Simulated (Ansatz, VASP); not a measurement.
## Si: VASP beside Ansatz

```xyz
6
Lattice="3.8685 0.0000 0.0000 -1.9343 3.3503 0.0000 0.0000 0.0000 23.1070" Properties=species:S:1:pos:R:3 pbc="T T T"
Si    0.0000    0.0000    8.0000
Si    0.0000    2.2335    8.7897
Si    0.0000    2.2335   11.1587
Si    1.9343    1.1168   11.9483
Si    1.9343    1.1168   14.3173
Si    0.0000    0.0000   15.1070
```

Alike in both runs: task single point; functional PBE; k mesh 9 × 9 × 1; occupations fermi-dirac, width 0.02 eV; no spin polarisation.

|  | VASP | Ansatz |
| --- | --- | --- |
| version | VASP 6.6.1 | Ansatz 0.2.0 |
| potentials or method | VASP PAW PBE potentials, release 64 (Si) | PAW with Ansatz's default frozen-core files, scalar-relativistic |
| plane-wave cutoff (eV) | 520 | 420 |
| valence electrons in the cell | 24 | 24 |

```csv
,VASP,Ansatz,Ansatz less VASP
rms of the force components (eV/Å),0.340,0.340,-0.0008
```

Atom by atom the forces differ by 0.003 eV/Å (rms over components).
